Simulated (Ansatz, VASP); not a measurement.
## Mo4C: VASP beside Ansatz

The input INCAR:

```
SYSTEM = Mo4C
ALGO = Normal
DIPOL = 0.5 0.5 0.351
EDIFF = 1E-6
ENCUT = 520
GGA = CA
IDIPOL = 3
ISIF = 2
ISMEAR = 0
LASPH = .TRUE.
LCHARG = .FALSE.
LDIPOL = .TRUE.
LREAL = .FALSE.
LWAVE = .FALSE.
NBANDS = 38
NELM = 100
PREC = Accurate
SIGMA = 0.1
```

KPOINTS

```
k-points
0
G
  9 9 1
  0 0 0
```

File POSCAR:

```
Mo4C
1.0
    3.1111816891      0.0000000000      0.0000000000
    0.0000000000      3.1111816891      0.0000000000
    0.0000000000      0.0000000000     21.5098172784
Mo C
4 1
Direct
    0.5000000000      0.5000000000      0.1859615983
    0.0000000000      0.0000000000      0.2582816382
    0.5000000000      0.5000000000      0.3325055024
    0.0000000000      0.0000000000      0.3956248056
    0.3750000000      0.3750000000      0.5839109238
```

Input for Ansatz:

```yaml
crystal:
  lattice:
    - [3.1111816891, 0.0, 0.0]
    - [0.0, 3.1111816891, 0.0]
    - [0.0, 0.0, 21.5098172784]
  atoms:
    - { symbol: Mo, position: [0.5, 0.5, 0.1859615983] }
    - { symbol: Mo, position: [0.0, 0.0, 0.2582816382] }
    - { symbol: Mo, position: [0.5, 0.5, 0.3325055024] }
    - { symbol: Mo, position: [0.0, 0.0, 0.3956248056] }
    - { symbol: C, position: [0.375, 0.375, 0.5839109238] }
basis:
  ecutwfc: 420
kpoints:
  mp_grid: { grid: [9, 9, 1] }
hamiltonian:
  xc: lda
scf:
  occupations: { method: gaussian, width: 0.1 }
output:
  forces: true
  eigenvalues: true
efield:
  axis: 3
  dipole_correction: true
  ramp_width: 0.04
```

Alike in both runs: task single point; functional LDA; k mesh 9 × 9 × 1; occupations gaussian, width 0.1 eV; no spin polarisation.

|  | VASP | Ansatz |
| --- | --- | --- |
| version | VASP 6.6.1 | Ansatz 0.2.0 |
| potentials or method | VASP PAW LDA potentials, release 64 (Mo_sv, C), cutoff 520 eV | scalar-relativistic, plane waves, PAW |
| valence electrons in the cell | 60 | 60 |

|  | VASP | Ansatz | Ansatz less VASP |
| --- | --- | --- | --- |
| gap on the k mesh at the Fermi level (eV) | none | none | - |
| rms of the force components (eV/Å) | 0.667 | 0.671 | +0.0043 |

LDA's correlation is that of Perdew and Zunger in VASP and of Perdew and Wang (1992) in Ansatz. Atom by atom the forces differ by 0.030 eV/Å (rms over components). A gap of «none» marks a metal or a gap that the smearing closes. Ansatz's warnings: vacuum density over bound.
